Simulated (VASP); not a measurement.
# NbSi (CsCl type) (Pm-3m) in VASP: further runs

NbSi (CsCl type) is run at these levels: PBE; tasks: single point.

Everything below comes from runs of VASP 6.6.1. Logs are shortened: lines on timing, memory, paths and dates and some standing lists are left out, and cuts for length are marked.

## Step 1: The cell of the first run

It takes space group Pm-3m (No. 221, cubic). The conventional cell has a = 2.873 Å, b = 2.873 Å, c = 2.873 Å, α = 90.00°, β = 90.00°, γ = 90.00°. Within 3.3 Å of Nb (site symmetry m-3m) lie 8 Si at 2.49 Å and 6 Nb at 2.87 Å. Within 3.3 Å of Si (site symmetry m-3m) lie 8 Nb at 2.49 Å and 6 Si at 2.87 Å.

## Step 2: Single point, PBE

File INCAR:

```
SYSTEM = NbSi
ALGO = Normal ; EDIFF = 1E-7
ENCUT = 520 ; GGA = PE
ISIF = 2 ; ISMEAR = -1
LASPH = .True. ; LCHARG = .True.
LELF = .True. ; LREAL = .False.
LVHAR = .True. ; LWAVE = .False.
NBANDS = 16 ; NELM = 60
PREC = Accurate ; SIGMA = 0.1
```

File KPOINTS:

```
k-points
0
Gamma
  14 14 14
  0 0 0
```

File POSCAR:

```
NbSi
1.0
    2.8725147865      0.0000000000      0.0000000000
    0.0000000000      2.8725147865      0.0000000000
    0.0000000000      0.0000000000      2.8725147865
Nb Si
1 1
Direct
    0.0000000000      0.0000000000      0.0000000000
    0.5000000000      0.5000000000      0.5000000000
```

Potentials or basis: VASP PAW PBE potentials, release 64 (Nb_sv, Si).

The run is started by

```
$ cat potpaw_PBE.64/Nb_sv/POTCAR potpaw_PBE.64/Si/POTCAR > POTCAR
$ mpirun -np 1 vasp_std > vasp.out
```

OUTCAR:

```text
SYSTEM = NbSi
   EDIFF = 1E-7
   ENCUT = 520
   GGA = PE
   ISIF = 2
   ISMEAR = -1
   LASPH = .True.
   LREAL = .False.
   NELM = 60
   PREC = Accurate

 ion  position               nearest neighbor table
   1  0.000  0.000  0.000-   2 2.49   2 2.49   2 2.49   2 2.49   2 2.49   2 2.49   2 2.49   2 2.49

   2  0.500  0.500  0.500-   1 2.49   1 2.49   1 2.49   1 2.49   1 2.49   1 2.49   1 2.49   1 2.49

  LATTYP: Found a simple cubic cell.
 ALAT       =     2.8725147865

  Lattice vectors:

 A1 = (   2.8725147865,   0.0000000000,   0.0000000000)
 A2 = (   0.0000000000,   2.8725147865,   0.0000000000)
 A3 = (   0.0000000000,   0.0000000000,   2.8725147865)

Analysis of symmetry for initial positions (statically):
=====================================================================
 Subroutine PRICEL returns:
 Original cell was already a primitive cell.

 Routine SETGRP: Setting up the symmetry group for a
 simple cubic supercell.

 Subroutine GETGRP returns: Found 48 space group operations
 (whereof 48 operations were pure point group operations)
 out of a pool of 48 trial point group operations.

The static configuration has the point symmetry O_h .

Analysis of symmetry for dynamics (positions and initial velocities):
=====================================================================
 Subroutine PRICEL returns:
 Original cell was already a primitive cell.

 Routine SETGRP: Setting up the symmetry group for a
 simple cubic supercell.

 Subroutine GETGRP returns: Found 48 space group operations
 (whereof 48 operations were pure point group operations)
 out of a pool of 48 trial point group operations.

The dynamic configuration has the point symmetry O_h .

 Subroutine INISYM returns: Found 48 space group operations
 (whereof 48 operations are pure point group operations),
 and found     1 'primitive' translations

----------------------------------------------------------------------------------------

                                     Primitive cell

  volume of cell :      23.7021

  direct lattice vectors                    reciprocal lattice vectors
     2.872514787  0.000000000  0.000000000     0.348127016  0.000000000  0.000000000
     0.000000000  2.872514787  0.000000000     0.000000000  0.348127016  0.000000000
     0.000000000  0.000000000  2.872514787     0.000000000  0.000000000  0.348127016

  length of vectors
     2.872514787  2.872514787  2.872514787     0.348127016  0.348127016  0.348127016

  position of ions in fractional coordinates (direct lattice)
     0.000000000  0.000000000  0.000000000
     0.500000000  0.500000000  0.500000000

[... 77 lines left out ...]
   LREAL  =      F    real-space projection
   EDIFFG = 0.1E-05   stopping-criterion for IOM
   NSW    =      0    number of steps for IOM
   IBRION =     -1    ionic relax: 0-MD 1-quasi-New 2-CG
   NFREE  =      0    steps in history (QN), initial steepest desc. (CG)
   ISIF   =      2    stress and relaxation
   ISYM   =      2    0-nonsym 1-usesym 2-fastsym
   POTIM  = 0.5000    time-step for ionic-motion
   TEBEG  =    0.0;   TEEND  =   0.0 temperature during run
   PSTRESS=    0.0 pullay stress
   NELECT =      17.0000    total number of electrons
   NUPDOWN=      -1.0000    fix difference up-down
   EMIN   =  10.00;   EMAX   =-10.00  energy-range for DOS
   EFERMI =   0.00;   METHOD = LEGACY
   ISMEAR =    -1;   SIGMA  =   0.10  broadening in eV -4-tet -1-fermi 0-gaus
   EFERMI_NEDOS =   21; number of points for ismear=-14 and -15
   IALGO  =     38    algorithm
   IMIX   =      4    mixing-type and parameters
     AMIX     =   0.40;   BMIX     =  1.00
     AMIX_MAG =   1.60;   BMIX_MAG =  1.00
  volume/ion in A,a.u.               =      11.85        79.97
  Fermi-wavevector in a.u.,A,eV,Ry     =   1.465420  2.769243 29.217921  2.147457
  Thomas-Fermi vector in A             =   2.581279
   LORBIT       =      0    0 simple, 1 ext, 2 COOP (PROOUT), +10 PAW based schemes
   GGA     = PE    functional components
   LHFCALC =     F    Hartree Fock is set to
   AEXX    =    0.0000 exact exchange contribution
   IVDW    =     0    specifies the selected vdW correction
   LEPSILON=     F    determine dielectric tensor
   LRPA    =     F    only Hartree local field effects (RPA)
 non-spin polarized calculation
  energy-cutoff  :      520.00
  volume of cell :       23.70
 maximum number of plane-waves:       657
 NGX is ok and might be reduce to    24
   NGX = 11   NGY = 11   NGZ = 11

 number of electron      16.9999999 magnetization

 Free energy of the ion-electron system (eV)
  ---------------------------------------------------
  ext. energy  EPLUGINS =         0.00000000
  ---------------------------------------------------
  free energy    TOTEN  =       -14.44402522 eV

  energy without entropy =      -14.40317321  energy(sigma->0) =      -14.42359922

 E-fermi :  15.5252     XC(G=0): -13.4684

 val. band max:       15.5040452217   @ k =   0.3571   0.3571   0.3571
 cond. band min:      15.5350387512   @ k =   0.5000   0.5000   0.0000
 fundamental gap:      0.0309935295
 Fermi energy:        15.5251829382

 k-point     1 :       0.0000    0.0000    0.0000
  band No.  band energies     occupation
      1     -38.6269      2.00000
      2     -14.4200      2.00000
      3     -14.4200      2.00000
      4     -14.4200      2.00000
      5       2.8465      2.00000
      6      11.3706      2.00000
[... 433 lines left out ...]
      3     -14.7600      2.00000
      4     -14.2851      2.00000
      5       5.9844      2.00000
      6      10.0170      2.00000
[... 8 lines left out ...]
     15      27.5098      0.00000
     16      29.0543      0.00000

 [... further k-points ...]

------------------------ aborting loop because EDIFF is reached ----------------------------------------

  FORCE on cell =-STRESS in cart. coord.  units (eV):
  Direction    XX          YY          ZZ          XY          YZ          ZX
  --------------------------------------------------------------------------------------
  -------------------------------------------------------------------------------------
  Total       12.5087972     12.5087972     12.5087972     -0.0000000     -0.0000000      0.0000000
  in kB      845.5500413    845.5500413    845.5500413     -0.0000000     -0.0000000      0.0000000
  external PRESSURE =     845.5500413 kB  Pullay stress =       0.0000000 kB

 VOLUME and BASIS-vectors are now :
 -----------------------------------------------------------------------------
  energy-cutoff  :      520.00
  volume of cell :       23.70
      direct lattice vectors                 reciprocal lattice vectors
     2.872514787  0.000000000  0.000000000     0.348127016  0.000000000  0.000000000
     0.000000000  2.872514787  0.000000000     0.000000000  0.348127016  0.000000000
     0.000000000  0.000000000  2.872514787     0.000000000  0.000000000  0.348127016

 POSITION                                       TOTAL-FORCE (eV/Angst)
 -----------------------------------------------------------------------------------
      0.00000      0.00000      0.00000         0.000000      0.000000      0.000000
      1.43626      1.43626      1.43626         0.000000      0.000000      0.000000
 -----------------------------------------------------------------------------------
    total drift:                               -0.000000      0.000000      0.000000

  FREE ENERGIE OF THE ION-ELECTRON SYSTEM (eV)
  ---------------------------------------------------
  free  energy   TOTEN  =       -14.4440252244 eV

  energy  without entropy=      -14.4031732064  energy(sigma->0) =      -14.42359922
```

OSZICAR:

```text
N       E                     dE             d eps       ncg     rms          rms(c)
DAV:   1     0.137092989275E+03    0.13709E+03   -0.86329E+03  3840   0.105E+03
DAV:   2    -0.954755704509E+01   -0.14664E+03   -0.13814E+03  4688   0.360E+02
DAV:   3    -0.147575954030E+02   -0.52100E+01   -0.50597E+01  5648   0.593E+01
DAV:   4    -0.150150030020E+02   -0.25741E+00   -0.25701E+00  5216   0.118E+01
DAV:   5    -0.150203964761E+02   -0.53935E-02   -0.53927E-02  5808   0.154E+00    0.131E+01
DAV:   6    -0.144410343915E+02    0.57936E+00   -0.12412E+00  6248   0.119E+01    0.517E+00
DAV:   7    -0.144396555504E+02    0.13788E-02   -0.81135E-02  5368   0.238E+00    0.240E+00
DAV:   8    -0.144439446325E+02   -0.42891E-02   -0.38550E-02  6712   0.137E+00    0.450E-01
DAV:   9    -0.144439696377E+02   -0.25005E-04   -0.12056E-03  4920   0.238E-01    0.310E-01
DAV:  10    -0.144440391551E+02   -0.69517E-04   -0.96728E-04  4464   0.358E-01    0.495E-02
DAV:  11    -0.144440265001E+02    0.12655E-04   -0.37632E-05  5416   0.662E-02    0.163E-02
DAV:  12    -0.144440239112E+02    0.25889E-05   -0.90232E-06  6464   0.335E-02    0.131E-02
DAV:  13    -0.144440252597E+02   -0.13485E-05   -0.18504E-06  4768   0.160E-02    0.183E-03
DAV:  14    -0.144440252244E+02    0.35305E-07   -0.93445E-08  3992   0.235E-03
   1 F= -.14444025E+02 E0= -.14423599E+02  d E =-.408520E-01
```

stdout:

```text
POSCAR found type information on POSCAR NbSi
 POSCAR found :  2 types and       2 ions
 scaLAPACK will be used
 LDA part: xc-table for (Slater+PW92), standard interpolation
 POSCAR, INCAR and KPOINTS ok, starting setup
 FFT: planning ... GRIDC
 FFT: planning ... GRID_SOFT
 FFT: planning ... GRID
 WAVECAR not read
 entering main loop
```

Run time: 59 s. Hardware: 1 thread of Intel Xeon 8259CL, shared host; peak memory 0.17 GiB.

What came out:

- Free energy: -14.4440 eV
- Pressure: 84.6 GPa
- Band gap on the k mesh: zero (an odd number of electrons rules out a gap without spin polarisation)

Caveat: the cell stands under pressure.

[end of part 1 of 2]

The gap in the log of VASP goes by the Fermi energy; the results here count the filled bands.